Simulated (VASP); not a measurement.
# MgS (gw) (I-4m2) in VASP: notebook

MgS (gw) is run at these levels: PBEsol; tasks: single point.

All numbers are computed with VASP 6.6.1; they aren't measurements. Logs are shortened: lines on timing, memory, paths and dates and some standing lists are left out, and cuts for length are marked.

**1. The cell of the first run**

It takes space group I-4m2 (No. 119, tetragonal). The conventional cell has a = 4.036 Å, b = 4.036 Å, c = 5.568 Å, α = 90.00°, β = 90.00°, γ = 90.00°. Within 3.2 Å of Mg (site symmetry -4m2) lie 4 S at 2.45 Å. S (site symmetry -4m2) has 4 Mg at 2.45 Å within 3.2 Å.

**2. Single point, PBEsol**

INCAR

```
ALGO = Normal
EDIFF = 1E-6
ENCUT = 600
GGA = PS
GGA_COMPAT = F
ISIF = 2
ISMEAR = 0
LASPH = T
LCHARG = T
LELF = T
LREAL = F
LVHAR = T
LWAVE = F
NBANDS = 11
NELM = 120
PREC = Accurate
SIGMA = 0.01
```

KPOINTS

```
k-points
0
Gamma
  4 4 4
```

POSCAR

```
MgS
1.0
    0.0000000000      2.8539585523      2.7840127468
    2.8539585523      0.0000000000      2.7840127468
    2.8539585523      2.8539585523      0.0000000000
Mg S
1 1
Direct
    0.0000000000      0.0000000000      0.0000000000
    0.2500000000      0.2500000000      0.2500000000
```

Potentials or basis: VASP PAW PBE potentials, release 64 (Mg, S).

The run is started by

```sh
$ cat potpaw_PBE.64/Mg/POTCAR potpaw_PBE.64/S/POTCAR > POTCAR
$ mpirun -np 1 vasp_std > vasp.out
```

OUTCAR:

```text
EDIFF = 1E-6
   ENCUT = 600
   GGA = PS
   ISIF = 2
   ISMEAR = 0
   LASPH = T
   LREAL = F
   NELM = 120
   PREC = Accurate

 ion  position               nearest neighbor table
   1  0.000  0.000  0.000-   2 2.45   2 2.45   2 2.45   2 2.45
   2  0.250  0.250  0.250-   1 2.45   1 2.45   1 2.45   1 2.45

  LATTYP: Found a body centered tetragonal cell.
 ALAT       =     4.0361068911
 C/A-ratio  =     1.3795535262

  Lattice vectors:

 A1 = (   0.0000000000,  -2.8539585523,  -2.7840127468)
 A2 = (   0.0000000000,   2.8539585523,  -2.7840127468)
 A3 = (   2.8539585523,   0.0000000000,   2.7840127468)

Analysis of symmetry for initial positions (statically):
=====================================================================
 Subroutine PRICEL returns:
 Original cell was already a primitive cell.

 Routine SETGRP: Setting up the symmetry group for a
 body centered tetragonal supercell.

 Subroutine GETGRP returns: Found  8 space group operations
 (whereof  8 operations were pure point group operations)
 out of a pool of 16 trial point group operations.

The static configuration has the point symmetry D_2d.

Analysis of symmetry for dynamics (positions and initial velocities):
=====================================================================
 Subroutine PRICEL returns:
 Original cell was already a primitive cell.

 Routine SETGRP: Setting up the symmetry group for a
 body centered tetragonal supercell.

 Subroutine GETGRP returns: Found  8 space group operations
 (whereof  8 operations were pure point group operations)
 out of a pool of 16 trial point group operations.

The dynamic configuration has the point symmetry D_2d.

 Subroutine INISYM returns: Found  8 space group operations
 (whereof  8 operations are pure point group operations),
 and found     1 'primitive' translations

----------------------------------------------------------------------------------------

                                     Primitive cell

  volume of cell :      45.3520

  direct lattice vectors                    reciprocal lattice vectors
     0.000000000  2.853958552  2.784012747    -0.175195256  0.175195256  0.179596879
     2.853958552  0.000000000  2.784012747     0.175195256 -0.175195256  0.179596879
     2.853958552  2.853958552  0.000000000     0.175195256  0.175195256 -0.179596879

  length of vectors
     3.986954526  3.986954526  4.036106891     0.306009468  0.306009468  0.306009468
[... 75 lines left out ...]
   ISIF   =      2    stress and relaxation
   ISYM   =      2    0-nonsym 1-usesym 2-fastsym
   POTIM  = 0.5000    time-step for ionic-motion
   TEBEG  =    0.0;   TEEND  =   0.0 temperature during run
   PSTRESS=    0.0 pullay stress
   NELECT =       8.0000    total number of electrons
   NUPDOWN=      -1.0000    fix difference up-down
   EMIN   =  10.00;   EMAX   =-10.00  energy-range for DOS
   EFERMI =   0.00;   METHOD = LEGACY
   ISMEAR =     0;   SIGMA  =   0.01  broadening in eV -4-tet -1-fermi 0-gaus
   EFERMI_NEDOS =   21; number of points for ismear=-14 and -15
   IALGO  =     38    algorithm
   IMIX   =      4    mixing-type and parameters
     AMIX     =   0.40;   BMIX     =  1.00
     AMIX_MAG =   1.60;   BMIX_MAG =  1.00
  volume/ion in A,a.u.               =      22.68       153.03
  Fermi-wavevector in a.u.,A,eV,Ry     =   0.918134  1.735021 11.469299  0.842970
  Thomas-Fermi vector in A             =   2.043181
   LORBIT       =      0    0 simple, 1 ext, 2 COOP (PROOUT), +10 PAW based schemes
   GGA     = PS    functional components
   LHFCALC =     F    Hartree Fock is set to
   AEXX    =    0.0000 exact exchange contribution
   IVDW    =     0    specifies the selected vdW correction
   LEPSILON=     F    determine dielectric tensor
   LRPA    =     F    only Hartree local field effects (RPA)
 non-spin polarized calculation
 Gauss-broadening in eV      SIGMA  =   0.01
  energy-cutoff  :      600.00
  volume of cell :       45.35
 maximum number of plane-waves:      1532
   NGX = 15   NGY = 15   NGZ = 17

 number of electron       8.0000000 magnetization

 Free energy of the ion-electron system (eV)
  ---------------------------------------------------
  ext. energy  EPLUGINS =         0.00000000
  ---------------------------------------------------
  free energy    TOTEN  =        -8.90076416 eV

  energy without entropy =       -8.90076416  energy(sigma->0) =       -8.90076416

 E-fermi :   1.1263     XC(G=0):  -8.5744

 val. band max:        1.0596863358   @ k =   0.0000   0.0000   0.0000
 cond. band min:       4.3088545107   @ k =   0.0000   0.0000   0.0000
 fundamental gap:      3.2491681748
 Fermi energy:         1.1262695496

 k-point     1 :       0.0000    0.0000    0.0000
  band No.  band energies     occupation
      1     -10.2516      2.00000
      2       0.9984      2.00000
      3       0.9984      2.00000
      4       1.0597      2.00000
      5       4.3089      0.00000
      6       8.8785      0.00000
      7       8.8785      0.00000
      8       8.9015      0.00000
      9      11.5877      0.00000
     10      11.9916      0.00000
     11      14.5654      0.00000
[... 155 lines left out ...]
 k-point    13 :      -0.2500    0.2500    0.5000
  band No.  band energies     occupation
      1      -9.3339      2.00000
      2      -1.3198      2.00000
      3      -0.8586      2.00000
      4      -0.3448      2.00000
      5       6.5031      0.00000
      6       8.9620      0.00000
      7       9.1558      0.00000
      8       9.6355      0.00000
      9      13.4379      0.00000
     10      14.5320      0.00000
     11      14.6582      0.00000

------------------------ aborting loop because EDIFF is reached ----------------------------------------

  FORCE on cell =-STRESS in cart. coord.  units (eV):
  Direction    XX          YY          ZZ          XY          YZ          ZX
  --------------------------------------------------------------------------------------
  -------------------------------------------------------------------------------------
  Total       -0.1203220     -0.1203220      0.0116195      0.0000000      0.0000000      0.0000000
  in kB       -4.2506878     -4.2506878      0.4104876      0.0000000      0.0000000      0.0000000
  external PRESSURE =      -2.6969626 kB  Pullay stress =       0.0000000 kB

 VOLUME and BASIS-vectors are now :
 -----------------------------------------------------------------------------
  energy-cutoff  :      600.00
  volume of cell :       45.35
      direct lattice vectors                 reciprocal lattice vectors
     0.000000000  2.853958552  2.784012747    -0.175195256  0.175195256  0.179596879
     2.853958552  0.000000000  2.784012747     0.175195256 -0.175195256  0.179596879
     2.853958552  2.853958552  0.000000000     0.175195256  0.175195256 -0.179596879

 POSITION                                       TOTAL-FORCE (eV/Angst)
 -----------------------------------------------------------------------------------
      0.00000      0.00000      0.00000         0.000000      0.000000      0.000000
      1.42698      1.42698      1.39201        -0.000000     -0.000000     -0.000000
 -----------------------------------------------------------------------------------
    total drift:                               -0.000000     -0.000000      0.000000

  FREE ENERGIE OF THE ION-ELECTRON SYSTEM (eV)
  ---------------------------------------------------
  free  energy   TOTEN  =        -8.9007641566 eV

  energy  without entropy=       -8.9007641566  energy(sigma->0) =       -8.90076416
```

OSZICAR:

```text
N       E                     dE             d eps       ncg     rms          rms(c)
DAV:   1     0.244532503841E+02    0.24453E+02   -0.37697E+03   294   0.663E+02
DAV:   2    -0.740814365290E+01   -0.31861E+02   -0.30987E+02   369   0.999E+01
DAV:   3    -0.937606225737E+01   -0.19679E+01   -0.19643E+01   349   0.271E+01
DAV:   4    -0.939263966414E+01   -0.16577E-01   -0.16576E-01   351   0.301E+00
DAV:   5    -0.939283781263E+01   -0.19815E-03   -0.19814E-03   373   0.329E-01    0.372E+00
DAV:   6    -0.893994003382E+01    0.45290E+00   -0.10897E+00   307   0.386E+00    0.270E+00
DAV:   7    -0.889936752503E+01    0.40573E-01   -0.23864E-01   337   0.196E+00    0.205E+00
DAV:   8    -0.890137751354E+01   -0.20100E-02   -0.15054E-02   325   0.744E-01    0.102E+00
DAV:   9    -0.890067172905E+01    0.70578E-03   -0.18077E-03   343   0.210E-01    0.355E-01
DAV:  10    -0.890075362218E+01   -0.81893E-04   -0.25374E-04   334   0.771E-02    0.158E-02
DAV:  11    -0.890076463914E+01   -0.11017E-04   -0.10814E-05   348   0.170E-02    0.486E-02
DAV:  12    -0.890076415657E+01    0.48256E-06   -0.14274E-06   340   0.538E-03
   1 F= -.89007642E+01 E0= -.89007642E+01  d E =-.491544E-23
```

stdout:

```text
POSCAR found type information on POSCAR MgS
 POSCAR found :  2 types and       2 ions
 scaLAPACK will be used
 -----------------------------------------------------------------------------
|                                                                             |
|                                                                             |
|     You enforced a specific xc type in the INCAR file but a different       |
|     I HOPE YOU KNOW WHAT YOU ARE DOING!                                     |
|                                                                             |
 -----------------------------------------------------------------------------

 LDA part: xc-table for (Slater+PW92), standard interpolation
 POSCAR, INCAR and KPOINTS ok, starting setup
 FFT: planning ... GRIDC
 FFT: planning ... GRID_SOFT
 FFT: planning ... GRID
 WAVECAR not read
 entering main loop
```

It took 5.4 s on 1 thread of AMD EPYC 9R45 (Zen 5), shared host; peak memory 0.14 GiB.

What came out:

```yaml
Free_energy: -8.9008 eV
Pressure: -0.3 GPa
Band_gap_on_the_k_mesh: 3.25 eV, direct
```

Levels at points of the mesh, in eV from the valence-band top:
| k point | band 2 | band 3 | band 4 | band 5 | band 6 | band 7 |
| --- | --- | --- | --- | --- | --- | --- |
| (0.00, 0.00, 0.00) | -0.06 | -0.06 | 0.00 | 3.25 | 7.82 | 7.82 |
| (0.50, 0.00, 0.00) | -3.23 | -0.43 | -0.31 | 4.94 | 7.37 | 7.62 |
| (0.50, 0.50, 0.00) | -2.82 | -1.17 | -1.17 | 3.63 | 5.38 | 11.18 |
| (0.50, 0.00, 0.50) | -2.94 | -1.06 | -1.05 | 3.68 | 5.56 | 10.89 |

Caveat: the k points lie up to 0.48 Å⁻¹ apart; the PAW data sets were made with another functional, which shifts forces and pressure a little. A k mesh can miss the band edges.

[end of part 1 of 2]
